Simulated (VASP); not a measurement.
# CuO (P-1) in VASP: further runs, part 3 of 3

VASP 6.6.1. The steps go on from the part before.

### 4 Single point, PBEsol

INCAR

```
SYSTEM = CuO
PREC     = Accurate       ! precision mode
ENCUT    = 820            ! plane-wave cutoff, eV
EDIFF    = 1E-6           ! SCF threshold, eV
ISMEAR   = 0              ! smearing method
SIGMA    = 0.1            ! smearing width, eV
LREAL    = .FALSE.        ! projectors in reciprocal space
LASPH    = .TRUE.         ! aspherical terms in the spheres
NELM     = 120            ! most SCF steps
ALGO     = Normal         ! electronic algorithm
ISIF     = 2              ! what is computed and relaxed
LWAVE    = .FALSE.        ! write WAVECAR
LCHARG   = .FALSE.        ! write CHGCAR
GGA      = PS             ! functional
NBANDS   = 33             ! bands
GGA_COMPAT= .FALSE.
```

KPOINTS

```
Automatic mesh
0
Gamma
  8 8 4
  0.5 0.5 0.5
```

POSCAR

```
CuO
1.0
    2.8795009639      0.0000000000      0.0000000000
    0.0390727580      2.8792794796      0.0000000000
    0.0174953863      0.0172449008      5.1763391994
Cu O
2 2
Direct
    0.5000000000      0.0000000000      0.5000000000
    0.0000000000      0.5000000000      0.0000000000
    0.0015760300      0.9983282200      0.2501129000
    0.9984239700      0.0016717800      0.7498871000
```

Launch:

```
> cat potpaw_PBE.64/Cu_sv_GW/POTCAR potpaw_PBE.64/O/POTCAR > POTCAR
> mpirun -np 1 vasp_std > vasp.out
```

Wall time 8.8 min (1 thread of AMD EPYC 7R43 (Zen 3), shared host); peak memory 0.42 GiB.

Results (log left out):

```
Free energy            : -21.6580 eV
Pressure               : -2.4 GPa
Largest force          : 0.011 eV/Å
Band gap on the k mesh : zero (bands 25 and 26 overlap by 0.71 eV)
```

Forces in eV/Å, atoms in the order of the input:
```
Cu   0.000  0.000  0.000
Cu   0.000  0.000  0.000
O   -0.004  0.006 -0.008
O    0.004 -0.006  0.008
```

Stress tensor (GPa, compression positive):
```
-1.18 -0.09 -0.01
-0.09 -1.19  0.00
-0.01  0.00 -4.93
```

Levels at points of the mesh, in eV from the Fermi level:
```
           k point  band 23  band 24  band 25  band 26  band 27  band 28
(0.06, 0.06, 0.12)    -2.27    -2.03     0.48     0.51     1.87     5.72
```

Caveat: the PAW data sets were made with another functional, which shifts forces and pressure a little; semilocal functionals often make such compounds metallic where correlation or magnetic order opens a gap, which also shifts bond lengths. With open d or f shells a metallic result of PBEsol can be an artefact of self-interaction; +U or a hybrid may open a gap.

### 5 Single point, PBEsol

INCAR

```
SYSTEM = CuO
PREC = Accurate ; ENCUT = 520
EDIFF = 1E-6 ; ISMEAR = 0
SIGMA = 0.1 ; LREAL = .FALSE.
LASPH = .TRUE. ; NELM = 100
ALGO = Fast ; ISIF = 2
LWAVE = .FALSE. ; LCHARG = .FALSE.
GGA = PS ; NBANDS = 25
```

KPOINTS

```
regular mesh
0
G
  18 18 10
  0 0 0
```

POSCAR is that of step 4.

Potentials or basis: VASP PAW PBE potentials, release 64 (Cu, O).

Launch:

```
> cat potpaw_PBE.64/Cu/POTCAR potpaw_PBE.64/O/POTCAR > POTCAR
> mpirun -np 1 vasp_std > vasp.out
```

OUTCAR:

```text
SYSTEM = CuO
   PREC = Accurate
   ENCUT = 520
   EDIFF = 1E-6
   ISMEAR = 0
   LREAL = .FALSE.
   LASPH = .TRUE.
   NELM = 100
   ISIF = 2
   GGA = PS

 ion  position               nearest neighbor table
   1  0.500  0.000  0.500-   3 1.94   4 1.94   3 1.94   4 1.94
   2  0.000  0.500  0.000-   3 1.94   4 1.94   4 1.94   3 1.94
   3  0.002  0.998  0.250-   1 1.94   1 1.94   2 1.94   2 1.94
   4  0.998  0.002  0.750-   1 1.94   1 1.94   2 1.94   2 1.94

  LATTYP: Found a base centered monoclinic cell.
 ALAT       =    11.1169163425
 B/A-ratio  =     0.3638182808
 C/A-ratio  =     0.4656324948
 COS(beta)  =    -0.9295148209

  Lattice vectors:

 A1 = (   2.8620055776,  -0.0172449008,  -5.1763391994)
 A2 = (   0.0215773717,   2.8620345788,  -5.1763391994)
 A3 = (   0.0174953863,   0.0172449008,   5.1763391994)

Analysis of symmetry for initial positions (statically):
=====================================================================
 Subroutine PRICEL returns:
 Original cell was already a primitive cell.

 Routine SETGRP: Setting up the symmetry group for a
 base centered monoclinic supercell.

 Subroutine GETGRP returns: Found  2 space group operations
 (whereof  2 operations were pure point group operations)
[... 173 lines left out ...]
 cond. band min:       5.1087454589   @ k =  -0.1111   0.0556   0.3000
 fundamental gap:      0.0004372755
 Fermi energy:         5.1084581336

 k-point     1 :       0.0000    0.0000    0.0000
  band No.  band energies     occupation
      1     -14.8461      2.00000
      2     -13.5116      2.00000
      3      -3.3391      2.00000
      4      -0.4758      2.00000
      5      -0.4477      2.00000
      6       1.2133      2.00000
[... 661 lines left out ...]
     24      19.5474      0.00000
     25      20.2062      0.00000

 [... further k-points ...]

------------------------ aborting loop because EDIFF is reached ----------------------------------------

  FORCE on cell =-STRESS in cart. coord.  units (eV):
  Direction    XX          YY          ZZ          XY          YZ          ZX
  --------------------------------------------------------------------------------------
  -------------------------------------------------------------------------------------
  Total       -0.0788368     -0.1033455     -1.0072281     -0.0203170      0.0006183     -0.0029542
  in kB       -2.9431720     -3.8581427    -37.6023209     -0.7584850      0.0230824     -0.1102868
  external PRESSURE =     -14.8012119 kB  Pullay stress =       0.0000000 kB

 VOLUME and BASIS-vectors are now :
 -----------------------------------------------------------------------------
  energy-cutoff  :      520.00
  volume of cell :       42.92
      direct lattice vectors                 reciprocal lattice vectors
     2.879500964  0.000000000  0.000000000     0.347282398 -0.004712735 -0.001158071
     0.039072758  2.879279480  0.000000000     0.000000000  0.347309112 -0.001157055
     0.017495386  0.017244901  5.176339199     0.000000000  0.000000000  0.193186722

 POSITION                                       TOTAL-FORCE (eV/Angst)
 -----------------------------------------------------------------------------------
      1.44850      0.00862      2.58817         0.000000      0.000000      0.000000
      0.01954      1.43964      0.00000         0.000000      0.000000      0.000000
      0.04792      2.87878      1.29467        -0.005191      0.006775     -0.007015
      2.88815      0.01775      3.88167         0.005191     -0.006775      0.007015
 -----------------------------------------------------------------------------------
    total drift:                                0.000000     -0.000000     -0.000000

  FREE ENERGIE OF THE ION-ELECTRON SYSTEM (eV)
  ---------------------------------------------------
  free  energy   TOTEN  =       -21.4775774851 eV

  energy  without entropy=      -21.4659056636  energy(sigma->0) =      -21.47174157
```

OSZICAR:

```text
N       E                     dE             d eps       ncg     rms          rms(c)
DAV:   1     0.294937336604E+03    0.29494E+03   -0.16346E+04 84971   0.212E+03
DAV:   2     0.100487083010E+02   -0.28489E+03   -0.26296E+03 82479   0.393E+02
DAV:   3    -0.263763732215E+02   -0.36425E+02   -0.34453E+02103046   0.156E+02
DAV:   4    -0.276245342112E+02   -0.12482E+01   -0.12413E+01100300   0.307E+01
DAV:   5    -0.276487843677E+02   -0.24250E-01   -0.24237E-01106385   0.381E+00    0.178E+01
RMM:   6    -0.254228248830E+02    0.22260E+01   -0.41018E+01 96000   0.875E+01    0.142E+01
RMM:   7    -0.215262841725E+02    0.38965E+01   -0.11995E+01 94767   0.454E+01    0.258E+00
RMM:   8    -0.215062612194E+02    0.20023E-01   -0.33236E-01107862   0.451E+00    0.161E+00
RMM:   9    -0.214911813694E+02    0.15080E-01   -0.10239E-01108298   0.342E+00    0.964E-01
RMM:  10    -0.214828696966E+02    0.83117E-02   -0.30401E-02104392   0.182E+00    0.901E-01
RMM:  11    -0.214780780804E+02    0.47916E-02   -0.16797E-02110760   0.122E+00    0.172E-01
RMM:  12    -0.214775202660E+02    0.55781E-03   -0.36175E-03102653   0.672E-01    0.140E-01
RMM:  13    -0.214776109583E+02   -0.90692E-04   -0.15285E-03108251   0.317E-01    0.919E-02
RMM:  14    -0.214775797825E+02    0.31176E-04   -0.38539E-04109177   0.181E-01    0.315E-02
RMM:  15    -0.214775776677E+02    0.21148E-05   -0.10828E-04106740   0.667E-02    0.758E-03
RMM:  16    -0.214775774851E+02    0.18261E-06   -0.54830E-06 86181   0.225E-02
   1 F= -.21477577E+02 E0= -.21471742E+02  d E =-.116718E-01
```

Wall time 54 min (1 thread of Oxide Virtual Turin-like, shared host); peak memory 1.3 GiB.

What came out:

```yaml
Free_energy: -21.4776 eV
Pressure: -1.5 GPa
Largest_force: 0.011 eV/Å
Band_gap_on_the_k_mesh: zero (bands 17 and 18 overlap by 1.14 eV)
```

Forces on the atoms (eV/Å):
```
Cu   0.000  0.000  0.000
Cu   0.000  0.000  0.000
O   -0.005  0.007 -0.007
O    0.005 -0.007  0.007
```

Stress tensor (GPa, compression positive):
```
-0.29 -0.08 -0.01
-0.08 -0.39  0.00
-0.01  0.00 -3.76
```

Caveat: the PAW data sets were made with another functional, which shifts forces and pressure a little; semilocal functionals often make such compounds metallic where correlation or magnetic order opens a gap, which also shifts bond lengths.

### 6 Overview

```csv
potentials or basis,k mesh,cutoff (eV),smearing,gap on the mesh (eV),pressure (GPa),largest force (eV/Å)
"VASP PAW PBE potentials, release 64 (Cu_sv_GW, O)","12 × 12 × 8, shifted",820,gaussian 0.1 eV,none,-2.4,0.01
"VASP PAW PBE potentials, release 64 (Cu_sv_GW, O)",7 × 7 × 4,820,gaussian 0.05 eV,none,-2.5,0.01
"VASP PAW PBE potentials, release 64 (Cu_sv_GW, O)","8 × 8 × 4, shifted",820,gaussian 0.1 eV,none,-2.4,0.01
"VASP PAW PBE potentials, release 64 (Cu, O)",18 × 18 × 10,520,gaussian 0.1 eV,none,-1.5,0.01
```

Alike in all rows: task single point; level PBEsol; no spin polarisation; cell as given.

Caveats: the PAW data sets were made with another functional, which shifts forces and pressure a little; semilocal functionals often make such compounds metallic where correlation or magnetic order opens a gap, which also shifts bond lengths.

Absolute energies hang on the potentials; compare differences alone.

The gap in the log of VASP goes by the Fermi energy; the results here count the filled bands.